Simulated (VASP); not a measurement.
# AlN (F-43m) in VASP: a series of runs

AlN is run at these levels: LDA; tasks: single point.

All numbers are computed with VASP 6.6.1; they aren't measurements. Logs are shortened: lines on timing, memory, paths and dates and some standing lists are left out, and cuts for length are marked.

### 1 The cell of the first run

It takes space group F-43m (No. 216, cubic). The conventional cell has a = 4.339 Å, b = 4.339 Å, c = 4.339 Å, α = 90.00°, β = 90.00°, γ = 90.00°. Within 2.5 Å of Al (site symmetry -43m) lie 4 N at 1.88 Å. N (site symmetry -43m) has 4 Al at 1.88 Å within 2.5 Å.

### 2 Single point, LDA (volume scaled by 0.98)

Contents of INCAR:

```
SYSTEM = AlN
PREC = Accurate
ENCUT = 520
EDIFF = 1E-7
ISMEAR = -1
SIGMA = 0.05
LREAL = .False.
LASPH = .True.
NELM = 60
ALGO = Normal
ISIF = 2
LWAVE = .False.
LCHARG = .False.
NBANDS = 11
```

Contents of KPOINTS:

```
regular mesh
0
Gamma
  10 10 10
  0 0 0
```

Contents of POSCAR:

```
AlN
1.0
    0.0000000000      2.1693354430      2.1693354430
    2.1693354430      0.0000000000      2.1693354430
    2.1693354430      2.1693354430      0.0000000000
Al N
1 1
Direct
    0.0000000000      0.0000000000      0.0000000000
    0.2500000000      0.2500000000      0.2500000000
```

Potentials or basis: VASP PAW LDA potentials, release 64 (Al, N).

Run with:

```sh
> cat potpaw_LDA.64/Al/POTCAR potpaw_LDA.64/N/POTCAR > POTCAR
> mpirun -np 1 vasp_std > vasp.out
```

OUTCAR:

```text
SYSTEM = AlN
   PREC = Accurate
   ENCUT = 520
   EDIFF = 1E-7
   ISMEAR = -1
   LREAL = .False.
   LASPH = .True.
   NELM = 60
   ISIF = 2

 ion  position               nearest neighbor table
   1  0.000  0.000  0.000-   2 1.88   2 1.88   2 1.88   2 1.88
   2  0.250  0.250  0.250-   1 1.88   1 1.88   1 1.88   1 1.88

  LATTYP: Found a face centered cubic cell.
 ALAT       =     4.3386708860

  Lattice vectors:

 A1 = (   0.0000000000,   2.1693354430,   2.1693354430)
 A2 = (   2.1693354430,   0.0000000000,   2.1693354430)
 A3 = (   2.1693354430,   2.1693354430,   0.0000000000)

Analysis of symmetry for initial positions (statically):
=====================================================================
 Subroutine PRICEL returns:
 Original cell was already a primitive cell.

 Routine SETGRP: Setting up the symmetry group for a
 face centered cubic supercell.

 Subroutine GETGRP returns: Found 24 space group operations
 (whereof 24 operations were pure point group operations)
 out of a pool of 48 trial point group operations.

The static configuration has the point symmetry T_d .

Analysis of symmetry for dynamics (positions and initial velocities):
=====================================================================
 Subroutine PRICEL returns:
 Original cell was already a primitive cell.

 Routine SETGRP: Setting up the symmetry group for a
 face centered cubic supercell.

 Subroutine GETGRP returns: Found 24 space group operations
 (whereof 24 operations were pure point group operations)
 out of a pool of 48 trial point group operations.

The dynamic configuration has the point symmetry T_d .

 Subroutine INISYM returns: Found 24 space group operations
 (whereof 24 operations are pure point group operations),
 and found     1 'primitive' translations

----------------------------------------------------------------------------------------

                                     Primitive cell

  volume of cell :      20.4179

  direct lattice vectors                    reciprocal lattice vectors
     0.000000000  2.169335443  2.169335443    -0.230485332  0.230485332  0.230485332
     2.169335443  0.000000000  2.169335443     0.230485332 -0.230485332  0.230485332
     2.169335443  2.169335443  0.000000000     0.230485332  0.230485332 -0.230485332

  length of vectors
     3.067903605  3.067903605  3.067903605     0.399212306  0.399212306  0.399212306

  position of ions in fractional coordinates (direct lattice)
     0.000000000  0.000000000  0.000000000
     0.250000000  0.250000000  0.250000000

  ion indices of the primitive-cell ions
   primitive index   ion index
                 1           1
                 2           2

----------------------------------------------------------------------------------------

 KPOINTS: regular mesh

Automatic generation of k-mesh.
 Grid dimensions read from file:
 generate k-points for:   10   10   10

 Generating k-lattice:

  Cartesian coordinates                     Fractional coordinates (reciprocal lattice)
    -0.023048533  0.023048533  0.023048533     0.100000000  0.000000000  0.000000000
     0.023048533 -0.023048533  0.023048533     0.000000000  0.100000000  0.000000000
     0.023048533  0.023048533 -0.023048533     0.000000000  0.000000000  0.100000000

  Length of vectors
     0.039921231  0.039921231  0.039921231

  Shift w.r.t. Gamma in fractional coordinates (k-lattice)
     0.000000000  0.000000000  0.000000000

 Subroutine IBZKPT returns following result:
 ===========================================

 Found     47 irreducible k-points:

 Following reciprocal coordinates:
            Coordinates               Weight
  0.000000  0.000000  0.000000      1.000000
  0.100000  0.000000  0.000000      8.000000
  0.200000  0.000000  0.000000      8.000000
  0.300000  0.000000  0.000000      8.000000
  0.400000  0.000000  0.000000      8.000000
  0.500000  0.000000  0.000000      4.000000
[... 16 lines left out ...]
  0.300000  0.300000  0.000000      6.000000
  0.400000  0.300000  0.000000     24.000000
 [... further k-points ...]
   k-points           NKPTS =     47   k-points in BZ     NKDIM =     47   number of bands    NBANDS=     11
   number of dos      NEDOS =    301   number of ions     NIONS =      2
   total plane-waves  NPLWV =  13824
   dimension x,y,z NGX =    24 NGY =   24 NGZ =   24
   dimension x,y,z NGXF=    48 NGYF=   48 NGZF=   48
   ions per type =               1   1
   NGX,Y,Z   is equivalent  to a cutoff of  13.01, 13.01, 13.01 a.u.
   NGXF,Y,Z  is equivalent  to a cutoff of  26.01, 26.01, 26.01 a.u.
 SYSTEM =  AlN
   PREC   = accura    normal or accurate (medium, high low for compatibility)
   ISTART =      0    job   : 0-new  1-cont  2-samecut
   ICHARG =      2    charge: 1-file 2-atom 10-const
   ISPIN  =      1    spin polarized calculation?
   LNONCOLLINEAR =      F non collinear calculations
   LSORBIT =      F    spin-orbit coupling
   LASPH  =      T    aspherical Exc in radial PAW
   ENCUT  =  520.0 eV  38.22 Ry    6.18 a.u.   5.70  5.70  5.70*2*pi/ulx,y,z
   NELM   =     60;   NELMIN=  2; NELMDL= -5     # of ELM steps
   EDIFF  = 0.1E-06   stopping-criterion for ELM
   LREAL  =      F    real-space projection
   EDIFFG = 0.1E-05   stopping-criterion for IOM
   NSW    =      0    number of steps for IOM
   IBRION =     -1    ionic relax: 0-MD 1-quasi-New 2-CG
   NFREE  =      0    steps in history (QN), initial steepest desc. (CG)
   ISIF   =      2    stress and relaxation
   ISYM   =      2    0-nonsym 1-usesym 2-fastsym
   POTIM  = 0.5000    time-step for ionic-motion
   TEBEG  =    0.0;   TEEND  =   0.0 temperature during run
   PSTRESS=    0.0 pullay stress
   NELECT =       8.0000    total number of electrons
   NUPDOWN=      -1.0000    fix difference up-down
   EMIN   =  10.00;   EMAX   =-10.00  energy-range for DOS
   EFERMI =   0.00;   METHOD = LEGACY
   ISMEAR =    -1;   SIGMA  =   0.05  broadening in eV -4-tet -1-fermi 0-gaus
   EFERMI_NEDOS =   21; number of points for ismear=-14 and -15
   IALGO  =     38    algorithm
   IMIX   =      4    mixing-type and parameters
     AMIX     =   0.40;   BMIX     =  1.00
     AMIX_MAG =   1.60;   BMIX_MAG =  1.00
  volume/ion in A,a.u.               =      10.21        68.89
  Fermi-wavevector in a.u.,A,eV,Ry     =   1.197939  2.263777 19.525154  1.435058
  Thomas-Fermi vector in A             =   2.333841
   LORBIT       =      0    0 simple, 1 ext, 2 COOP (PROOUT), +10 PAW based schemes
   GGA     = CA    functional components
   LHFCALC =     F    Hartree Fock is set to
   AEXX    =    0.0000 exact exchange contribution
   IVDW    =     0    specifies the selected vdW correction
   LEPSILON=     F    determine dielectric tensor
   LRPA    =     F    only Hartree local field effects (RPA)
 non-spin polarized calculation
  energy-cutoff  :      520.00
  volume of cell :       20.42
 maximum number of plane-waves:       568
   NGX = 11   NGY = 11   NGZ = 11

 number of electron       8.0000000 magnetization

 Free energy of the ion-electron system (eV)
  ---------------------------------------------------
  ext. energy  EPLUGINS =         0.00000000
  ---------------------------------------------------
  free energy    TOTEN  =       -16.37512964 eV

  energy without entropy =      -16.37512963  energy(sigma->0) =      -16.37512963

 E-fermi :   6.9847     XC(G=0): -11.3546

 val. band max:        5.9009369467   @ k =   0.0000   0.0000   0.0000
 cond. band min:       9.1325642565   @ k =   0.5000   0.5000   0.0000
 fundamental gap:      3.2316273098
 Fermi energy:         6.9846943941

 k-point     1 :       0.0000    0.0000    0.0000
  band No.  band energies     occupation
      1      -9.0411      2.00000
      2       5.9009      2.00000
      3       5.9009      2.00000
      4       5.9009      2.00000
      5      10.3169      0.00000
      6      18.4336      0.00000
      7      18.4336      0.00000
      8      18.4336      0.00000
      9      23.5847      0.00000
     10      23.5847      0.00000
     11      25.0088      0.00000

 k-point     2 :       0.1000    0.0000    0.0000
  band No.  band energies     occupation
      1      -8.8880      2.00000
      2       5.0947      2.00000
      3       5.8484      2.00000
      4       5.8484      2.00000
      5      10.9549      0.00000
      6      18.0515      0.00000
      7      18.5689      0.00000
      8      18.5689      0.00000
      9      22.3163      0.00000
     10      22.3163      0.00000
     11      24.2067      0.00000

 k-point     3 :       0.2000    0.0000    0.0000
  band No.  band energies     occupation
      1      -8.4509      2.00000
      2       3.4709      2.00000
      3       5.7175      2.00000
      4       5.7175      2.00000
      5      12.0451      0.00000
      6      17.2671      0.00000
      7      18.4936      0.00000
      8      18.4936      0.00000
      9      21.7816      0.00000
     10      21.7816      0.00000
     11      23.3454      0.00000

 k-point     4 :       0.3000    0.0000    0.0000
  band No.  band energies     occupation
      1      -7.8104      2.00000
      2       1.7815      2.00000
      3       5.5677      2.00000
      4       5.5677      2.00000
      5      12.8472      0.00000
      6      16.5287      0.00000
      7      17.8186      0.00000
      8      17.8186      0.00000
      9      22.8524      0.00000
     10      22.8524      0.00000
     11      23.1691      0.00000
[... 239 lines left out ...]
 k-point    22 :      -0.2000    0.2000    0.0000
  band No.  band energies     occupation
      1      -7.6000      2.00000
      2       2.1005      2.00000
      3       4.1641      2.00000
      4       5.6445      2.00000
      5      13.5613      0.00000
      6      15.8561      0.00000
      7      17.3030      0.00000
      8      18.3595      0.00000
      9      20.8523      0.00000
     10      24.3242      0.00000
     11      27.3138      0.00000

 k-point    23 :       0.3000    0.3000    0.0000
  band No.  band energies     occupation
      1      -7.4133      2.00000
      2       2.3586      2.00000
      3       4.6316      2.00000
      4       4.6316      2.00000
      5      11.2114      0.00000
      6      15.5365      0.00000
      7      17.8626      0.00000
      8      20.4038      0.00000
      9      20.4038      0.00000
     10      26.3007      0.00000
     11      29.8678      0.00000

 k-point    24 :       0.4000    0.3000    0.0000
  band No.  band energies     occupation
      1      -6.9165      2.00000
      2       1.6929      2.00000
      3       4.1560      2.00000
      4       4.4649      2.00000
      5      10.7685      0.00000
      6      15.3698      0.00000
      7      18.2408      0.00000
      8      20.4879      0.00000
      9      21.0057      0.00000
     10      27.2218      0.00000
     11      29.6475      0.00000

 [... further k-points ...]

------------------------ aborting loop because EDIFF is reached ----------------------------------------

  FORCE on cell =-STRESS in cart. coord.  units (eV):
  Direction    XX          YY          ZZ          XY          YZ          ZX
  --------------------------------------------------------------------------------------
  -------------------------------------------------------------------------------------
  Total        0.1486293      0.1486293      0.1486293      0.0000000     -0.0000000      0.0000000
  in kB       11.6628524     11.6628524     11.6628524      0.0000000     -0.0000000      0.0000000
  external PRESSURE =      11.6628524 kB  Pullay stress =       0.0000000 kB

 VOLUME and BASIS-vectors are now :
 -----------------------------------------------------------------------------
  energy-cutoff  :      520.00
  volume of cell :       20.42
      direct lattice vectors                 reciprocal lattice vectors
     0.000000000  2.169335443  2.169335443    -0.230485332  0.230485332  0.230485332
     2.169335443  0.000000000  2.169335443     0.230485332 -0.230485332  0.230485332
     2.169335443  2.169335443  0.000000000     0.230485332  0.230485332 -0.230485332

 POSITION                                       TOTAL-FORCE (eV/Angst)
 -----------------------------------------------------------------------------------
      0.00000      0.00000      0.00000        -0.000000      0.000000     -0.000000
      1.08467      1.08467      1.08467         0.000000     -0.000000      0.000000
 -----------------------------------------------------------------------------------
    total drift:                               -0.000000     -0.000000     -0.000000

  FREE ENERGIE OF THE ION-ELECTRON SYSTEM (eV)
  ---------------------------------------------------
  free  energy   TOTEN  =       -16.3751296350 eV

  energy  without entropy=      -16.3751296350  energy(sigma->0) =      -16.37512963
```

Wall time 4.2 s (1 thread of Intel Xeon 6975P-C, shared host); peak memory 0.13 GiB.

Results:

```yaml
Free_energy: -16.3751 eV
Pressure: 1.2 GPa
Band_gap_on_the_k_mesh: 3.23 eV, indirect (least direct gap 4.42 eV)
```

Levels at points of the mesh, in eV from the valence-band top:
```tsv
k point	band 1	band 2	band 3	band 4	band 5	band 6	band 7	band 8
(0.00, 0.00, 0.00)	-14.94	0.00	0.00	0.00	4.42	12.53	12.53	12.53
(0.50, 0.00, 0.00)	-12.76	-6.00	-0.49	-0.49	7.45	9.90	11.09	11.09
(0.50, 0.50, 0.00)	-12.08	-5.02	-1.81	-1.81	3.23	8.53	14.03	15.74
```

[end of part 1 of 2]
